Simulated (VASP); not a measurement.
TiSi: single point with LDA

Crystal: TiSi.

```
CELL_PARAMETERS angstrom
0.00000 2.49423 2.49423
2.49423 0.00000 2.49423
2.49423 2.49423 0.00000
ATOMIC_POSITIONS crystal
Ti 0.00000 0.00000 0.00000
Si 0.50000 0.50000 0.50000
```

* Program: VASP 6.6.1
* Task: single point
* Functional: LDA
* Potentials or basis: VASP PAW LDA potentials, release 64 (Ti_sv, Si)
* Cutoff: 500 eV
* k mesh: 6 × 6 × 6
* Occupations: gaussian, width 0.05 eV
* Spin: no spin polarisation

```yaml
Pressure: 0.2 GPa
Band_gap_on_the_k_mesh: zero (bands 8 and 9 overlap by 0.68 eV)
```

Levels at points of the mesh, in eV from the Fermi level:
| k point | band 4 | band 5 | band 6 | band 7 | band 8 | band 9 | band 10 | band 11 | band 12 | band 13 |
| --- | --- | --- | --- | --- | --- | --- | --- | --- | --- | --- |
| (0.00, 0.00, 0.00) | -32.63 | -10.44 | -0.09 | -0.09 | -0.09 | 0.35 | 0.35 | 3.54 | 3.54 | 3.54 |
| (0.50, 0.00, 0.00) | -32.65 | -7.04 | -5.25 | -1.84 | -1.84 | 1.80 | 1.80 | 2.66 | 5.62 | 7.42 |
| (0.50, 0.50, 0.00) | -32.68 | -7.35 | -3.58 | -1.88 | 0.49 | 0.49 | 1.14 | 2.21 | 2.21 | 3.17 |

Run time: 4.3 s on 1 thread of AMD EPYC 9R45 96-Core Processor (Zen 5), on a shared host, peak memory 0.1 GiB.

Caveat: the k points lie up to 0.36 Å⁻¹ apart, too coarse for converged energies and pressures of a metal.
